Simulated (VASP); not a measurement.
# Cd: single point with PBE

The system is Cd.

```
Cd
1.0
     0.00000    2.25368    2.25368
     2.25368    0.00000    2.25368
     2.25368    2.25368    0.00000
Cd
1
Direct
  0.00000 0.00000 0.00000
```

```
Program             : VASP 6.6.1
Task                : single point
Functional          : PBE
Potentials or basis : VASP PAW PBE potentials, release 64 (Cd)
Cutoff              : 520 eV
k mesh              : 20 × 20 × 20
Occupations         : fermi-dirac, width 0.1 eV
Spin                : no spin polarisation
```

* Pressure: 0.1 GPa
* Band gap on the k mesh: zero (band 6 reaches 4.35 eV, above the bottom of band 7 at 1.11 eV)

Levels at points of the mesh, in eV from the Fermi level:
```csv
k point,band 3,band 4,band 5,band 6,band 7,band 8,band 9,band 10
"(0.00, 0.00, 0.00)",-9.00,-8.60,-8.60,-8.43,13.74,14.49,14.49,14.49
"(0.50, 0.00, 0.00)",-9.00,-8.26,-8.26,-2.12,-1.38,12.13,12.13,12.86
"(0.50, 0.50, 0.00)",-8.28,-8.17,-8.17,-0.67,1.22,6.64,6.64,10.72
```

Run time: 16 s on 1 thread of Intel(R) Xeon(R) 6975P-C (Granite Rapids), with other jobs on the host, peak memory 0.18 GiB.
